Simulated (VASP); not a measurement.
# AlP (F-43m) in VASP: notebook

AlP is run at these levels: LDA; tasks: single point, relaxation of cell and atoms.

All numbers are computed with VASP 6.6.1; they aren't measurements. Logs are shortened: lines on timing, memory, paths and dates and some standing lists are left out, and cuts for length are marked.

**1. The cell of the first run**

The structure is cubic, space group F-43m (No. 216). Conventional cell: a = 5.151 Å, b = 5.151 Å, c = 5.151 Å, α = 90.00°, β = 90.00°, γ = 90.00°. Al (site symmetry -43m) has 4 P at 2.23 Å within 2.9 Å. P (site symmetry -43m) has 4 Al at 2.23 Å within 2.9 Å.

**2. Single point, LDA**

The input, INCAR:

```
SYSTEM = AlP
PREC = Accurate ; ENCUT = 500
EDIFF = 1E-6 ; ISMEAR = 0
SIGMA = 0.01 ; LREAL = .FALSE.
LASPH = .TRUE. ; NELM = 120
ALGO = Normal ; ISIF = 2
LWAVE = .FALSE. ; LCHARG = .FALSE.
NBANDS = 11 ; GGA_COMPAT = .FALSE.
```

The input, KPOINTS:

```
Automatic mesh
0
G
  8 8 8
  0 0 0
```

The input, POSCAR:

```
AlP
1.0
    0.0000000000      2.5757021276      2.5757021276
    2.5757021276      0.0000000000      2.5757021276
    2.5757021276      2.5757021276      0.0000000000
Al P
1 1
Direct
    0.0000000000      0.0000000000      0.0000000000
    0.7500000000      0.7500000000      0.7500000000
```

Potentials or basis: VASP PAW LDA potentials, release 64 (Al, P).

The run is started by

```bash
> cat potpaw_LDA.64/Al/POTCAR potpaw_LDA.64/P/POTCAR > POTCAR
> mpirun -np 1 vasp_std > vasp.out
```

OUTCAR:

```text
SYSTEM = AlP
   PREC = Accurate
   ENCUT = 500
   EDIFF = 1E-6
   ISMEAR = 0
   LREAL = .FALSE.
   LASPH = .TRUE.
   NELM = 120
   ISIF = 2

 ion  position               nearest neighbor table
   1  0.000  0.000  0.000-   2 2.23   2 2.23   2 2.23   2 2.23
   2  0.750  0.750  0.750-   1 2.23   1 2.23   1 2.23   1 2.23

  LATTYP: Found a face centered cubic cell.
 ALAT       =     5.1514042552

  Lattice vectors:

 A1 = (   0.0000000000,   2.5757021276,   2.5757021276)
 A2 = (   2.5757021276,   0.0000000000,   2.5757021276)
 A3 = (   2.5757021276,   2.5757021276,   0.0000000000)

Analysis of symmetry for initial positions (statically):
=====================================================================
 Subroutine PRICEL returns:
 Original cell was already a primitive cell.

 Routine SETGRP: Setting up the symmetry group for a
 face centered cubic supercell.

 Subroutine GETGRP returns: Found 24 space group operations
 (whereof 24 operations were pure point group operations)
 out of a pool of 48 trial point group operations.

The static configuration has the point symmetry T_d .

Analysis of symmetry for dynamics (positions and initial velocities):
=====================================================================
 Subroutine PRICEL returns:
 Original cell was already a primitive cell.

 Routine SETGRP: Setting up the symmetry group for a
 face centered cubic supercell.

 Subroutine GETGRP returns: Found 24 space group operations
 (whereof 24 operations were pure point group operations)
 out of a pool of 48 trial point group operations.

The dynamic configuration has the point symmetry T_d .

 Subroutine INISYM returns: Found 24 space group operations
 (whereof 24 operations are pure point group operations),
 and found     1 'primitive' translations

----------------------------------------------------------------------------------------

                                     Primitive cell

  volume of cell :      34.1757

  direct lattice vectors                    reciprocal lattice vectors
     0.000000000  2.575702128  2.575702128    -0.194121826  0.194121826  0.194121826
     2.575702128  0.000000000  2.575702128     0.194121826 -0.194121826  0.194121826
     2.575702128  2.575702128  0.000000000     0.194121826  0.194121826 -0.194121826

  length of vectors
     3.642592881  3.642592881  3.642592881     0.336228865  0.336228865  0.336228865

  position of ions in fractional coordinates (direct lattice)
     0.000000000  0.000000000  0.000000000
     0.750000000  0.750000000  0.750000000

  ion indices of the primitive-cell ions
[... 79 lines left out ...]
   IBRION =     -1    ionic relax: 0-MD 1-quasi-New 2-CG
   NFREE  =      0    steps in history (QN), initial steepest desc. (CG)
   ISIF   =      2    stress and relaxation
   ISYM   =      2    0-nonsym 1-usesym 2-fastsym
   POTIM  = 0.5000    time-step for ionic-motion
   TEBEG  =    0.0;   TEEND  =   0.0 temperature during run
   PSTRESS=    0.0 pullay stress
   NELECT =       8.0000    total number of electrons
   NUPDOWN=      -1.0000    fix difference up-down
   EMIN   =  10.00;   EMAX   =-10.00  energy-range for DOS
   EFERMI =   0.00;   METHOD = LEGACY
   ISMEAR =     0;   SIGMA  =   0.01  broadening in eV -4-tet -1-fermi 0-gaus
   EFERMI_NEDOS =   21; number of points for ismear=-14 and -15
   IALGO  =     38    algorithm
   IMIX   =      4    mixing-type and parameters
     AMIX     =   0.40;   BMIX     =  1.00
     AMIX_MAG =   1.60;   BMIX_MAG =  1.00
  volume/ion in A,a.u.               =      17.09       115.31
  Fermi-wavevector in a.u.,A,eV,Ry     =   1.008941  1.906622 13.850219  1.017962
  Thomas-Fermi vector in A             =   2.141839
   LORBIT       =      0    0 simple, 1 ext, 2 COOP (PROOUT), +10 PAW based schemes
   GGA     = CA    functional components
   LHFCALC =     F    Hartree Fock is set to
   AEXX    =    0.0000 exact exchange contribution
   IVDW    =     0    specifies the selected vdW correction
   LEPSILON=     F    determine dielectric tensor
   LRPA    =     F    only Hartree local field effects (RPA)
 non-spin polarized calculation
 Gauss-broadening in eV      SIGMA  =   0.01
  energy-cutoff  :      500.00
  volume of cell :       34.18
 maximum number of plane-waves:       893
   NGX = 13   NGY = 13   NGZ = 13

 number of electron       8.0000000 magnetization

 Free energy of the ion-electron system (eV)
  ---------------------------------------------------
  ext. energy  EPLUGINS =         0.00000000
  ---------------------------------------------------
  free energy    TOTEN  =       -11.08482453 eV

  energy without entropy =      -11.08482453  energy(sigma->0) =      -11.08482453

 E-fermi :   6.3126     XC(G=0): -10.1249

 val. band max:        6.1936960436   @ k =   0.0000   0.0000   0.0000
 cond. band min:       7.2459293859   @ k =   0.5000   0.5000   0.0000
 fundamental gap:      1.0522333423
 Fermi energy:         6.3126484982

 k-point     1 :       0.0000    0.0000    0.0000
  band No.  band energies     occupation
      1      -6.4029      2.00000
      2       6.1937      2.00000
      3       6.1937      2.00000
      4       6.1937      2.00000
      5      10.8517      0.00000
      6      10.8956      0.00000
      7      10.8956      0.00000
      8      10.8956      0.00000
      9      15.1823      0.00000
     10      15.1823      0.00000
     11      17.5118      0.00000
[... 309 lines left out ...]
 k-point    24 :      -0.3750    0.2500    0.1250
  band No.  band energies     occupation
      1      -3.8326      2.00000
      2       0.2514      2.00000
      3       3.1552      2.00000
      4       4.3938      2.00000
      5      10.1000      0.00000
      6      10.9357      0.00000
      7      13.4945      0.00000
      8      14.5107      0.00000
      9      15.9012      0.00000
     10      18.2948      0.00000
     11      20.1473      0.00000

 [... further k-points ...]
[... 5 lines left out ...]
  --------------------------------------------------------------------------------------
  -------------------------------------------------------------------------------------
  Total        4.2865504      4.2865504      4.2865504      0.0000000      0.0000000      0.0000000
  in kB      200.9562920    200.9562920    200.9562920      0.0000000      0.0000000      0.0000000
  external PRESSURE =     200.9562920 kB  Pullay stress =       0.0000000 kB

 VOLUME and BASIS-vectors are now :
 -----------------------------------------------------------------------------
  energy-cutoff  :      500.00
  volume of cell :       34.18
      direct lattice vectors                 reciprocal lattice vectors
     0.000000000  2.575702128  2.575702128    -0.194121826  0.194121826  0.194121826
     2.575702128  0.000000000  2.575702128     0.194121826 -0.194121826  0.194121826
     2.575702128  2.575702128  0.000000000     0.194121826  0.194121826 -0.194121826

 POSITION                                       TOTAL-FORCE (eV/Angst)
 -----------------------------------------------------------------------------------
      0.00000      0.00000      0.00000        -0.000000     -0.000000     -0.000000
      3.86355      3.86355      3.86355         0.000000      0.000000      0.000000
 -----------------------------------------------------------------------------------
    total drift:                               -0.000000     -0.000000      0.000000

  FREE ENERGIE OF THE ION-ELECTRON SYSTEM (eV)
  ---------------------------------------------------
  free  energy   TOTEN  =       -11.0848245308 eV

  energy  without entropy=      -11.0848245308  energy(sigma->0) =      -11.08482453
```

stdout:

```text
POSCAR found type information on POSCAR AlP
 POSCAR found :  2 types and       2 ions
 scaLAPACK will be used
 LDA part: xc-table for (Slater(with rela. corr.)+CA(PZ))
 , standard interpolation
 POSCAR, INCAR and KPOINTS ok, starting setup
 FFT: planning ... GRIDC
 FFT: planning ... GRID_SOFT
 FFT: planning ... GRID
 WAVECAR not read
 entering main loop
```

It took 8.9 s on 1 thread of Intel Xeon 6975P-C, shared host; peak memory 0.13 GiB.

Results:

* Free energy: -11.0848 eV
* Pressure: 20.1 GPa
* Band gap on the k mesh: 1.05 eV, indirect (least direct gap 3.55 eV)

**3. Relaxation of cell and atoms, LDA, target pressure 20 GPa, at which the enthalpy is minimised**

This run uses another cell than the first one, of 20.06 Å³/atom, 1.174 times its volume.

The input, INCAR:

```
  PREC = Accurate
  ENCUT = 500
  EDIFF = 1E-7
  ISMEAR = 0
  SIGMA = 0.01
  LREAL = False
  LASPH = True
  NELM = 120
  ALGO = Normal
  ISIF = 3
  LWAVE = False
  LCHARG = False
  GGA = CA
  IBRION = 2
  NSW = 100
  EDIFFG = -0.002
  PSTRESS = 200.0
  GGA_COMPAT = False
  NELMIN = 4
```

The input, KPOINTS:

```
regular mesh
0
Gamma
  8 8 8
```

The input, POSCAR:

```
AlP
1.0
    0.0000000000      2.7169259714      2.7169259714
    2.7169259714      0.0000000000      2.7169259714
    2.7169259714      2.7169259714      0.0000000000
Al P
1 1
Direct
    0.0000000000      0.0000000000      0.0000000000
    0.7500000000      0.7500000000      0.7500000000
```

Potentials or basis: VASP PAW LDA potentials, release 64 (Al, P).

The run is started by

```bash
> cat potpaw_LDA.64/Al/POTCAR potpaw_LDA.64/P/POTCAR > POTCAR
> mpirun -np 1 vasp_std > vasp.out
```

Wall time 31 s (1 thread of Intel Xeon 6975P-C, shared host); peak memory 0.14 GiB.

The run converged. Its results:

* Free energy: -11.0882 eV
* Relaxed volume: 17.10 Å³/atom
* Relaxed cell: a = 3.643 Å, b = 3.643 Å, c = 3.643 Å, α = 60.00°, β = 60.00°, γ = 60.00°
* Space group after relaxing (to 0.05 Å): F-43m (No. 216)
* Energy change on relaxing (the enthalpy is what falls): +162.0 meV/atom
* Ionic steps: 7
* Pressure after relaxing: 20.0 GPa
* Band gap on the k mesh: 1.05 eV, indirect (least direct gap 3.55 eV)

The path:
```tsv
step	energy change (eV)	largest force (eV/Å)	pressure (GPa)	volume (Å³)
1	0.0000	0.0000	0.05	40.11
2	2.1831	0.0000	74.74	27.29
3	0.2842	0.0000	18.43	34.53
4	0.3167	0.0000	19.71	34.26
5	0.3305	0.0000	20.25	34.14
6	0.3161	0.0000	19.69	34.26
7	0.3241	0.0000	20.00	34.20
```

Final structure:
```
CELL_PARAMETERS angstrom
0.00000 2.57621 2.57621
2.57621 0.00000 2.57621
2.57621 2.57621 0.00000
ATOMIC_POSITIONS crystal
Al 0.00000 0.00000 0.00000
P 0.75000 0.75000 0.75000
```

Levels at points of the mesh, in eV from the valence-band top:
```tsv
k point	band 1	band 2	band 3	band 4	band 5	band 6	band 7	band 8
(0.00, 0.00, 0.00)	-12.59	0.00	0.00	0.00	4.65	4.70	4.70	4.70
(0.50, 0.00, 0.00)	-10.43	-6.43	-0.87	-0.87	3.33	4.74	4.74	8.52
(0.50, 0.50, 0.00)	-9.56	-6.00	-2.50	-2.50	1.05	2.23	12.32	12.32
```

Caveat: the cell is relaxed towards a set pressure, so the enthalpy falls and the energy may rise.

**4. Single point, LDA**

This run uses another cell than the first one, of 20.06 Å³/atom, 1.174 times its volume.

The input, INCAR:

```
SYSTEM = AlP
PREC = Accurate ; ENCUT = 500
EDIFF = 1E-6 ; ISMEAR = -1
SIGMA = 0.05 ; LREAL = .False.
LASPH = .True. ; NELM = 120
ALGO = Normal ; ISIF = 2
LWAVE = .False. ; LCHARG = .True.
GGA = CA ; LELF = .True.
LVHAR = .True. ; NBANDS = 11
GGA_COMPAT = .False.
```

The input, KPOINTS:

```
Automatic mesh
0
Gamma
  14 14 14
  0 0 0
```

POSCAR is that of step 3.

The run is started by

```bash
> cat potpaw_LDA.64/Al/POTCAR potpaw_LDA.64/P/POTCAR > POTCAR
> mpirun -np 1 vasp_std > vasp.out
```

It took 28 s on 1 thread of Intel Xeon 6975P-C, shared host; peak memory 0.16 GiB.

Results (log left out):

| Quantity | Value |
| --- | --- |
| Free energy | -11.4134 eV |
| Pressure | 0.1 GPa |
| Band gap on the k mesh | 1.41 eV, indirect (least direct gap 3.24 eV) |

Levels at points of the mesh, in eV from the valence-band top:
| k point | band 1 | band 2 | band 3 | band 4 | band 5 | band 6 | band 7 | band 8 |
| --- | --- | --- | --- | --- | --- | --- | --- | --- |
| (0.00, 0.00, 0.00) | -11.59 | 0.00 | 0.00 | 0.00 | 3.24 | 4.49 | 4.49 | 4.49 |
| (0.50, 0.00, 0.00) | -9.86 | -5.64 | -0.78 | -0.78 | 2.72 | 4.74 | 4.74 | 8.11 |
| (0.50, 0.50, 0.00) | -9.17 | -5.40 | -2.15 | -2.15 | 1.41 | 2.33 | 11.01 | 11.01 |

A k mesh can miss the band edges.

**5. The runs side by side**

```tsv
task	cell	k mesh	smearing	gap on the mesh (eV)	pressure (GPa)
single point	a = 3.643 Å, angles 60.0°, 2 atoms	8 × 8 × 8	gaussian 0.01 eV	1.05	20.1
relaxation of cell and atoms	relaxed to 20 GPa from a = 3.842 Å, angles 60.0°, 2 atoms	8 × 8 × 8	gaussian 0.01 eV	1.05	20.0
single point	a = 3.842 Å, angles 60.0°, 2 atoms	14 × 14 × 14	fermi-dirac 0.05 eV	1.41	0.1
```

Alike in all rows: level LDA; potentials or basis VASP PAW LDA potentials, release 64 (Al, P); no spin polarisation; cutoff (eV) 500.

Caveats: the cell is relaxed towards a set pressure, so the enthalpy falls and the energy may rise (some runs).

Absolute energies hang on the potentials; compare differences alone.
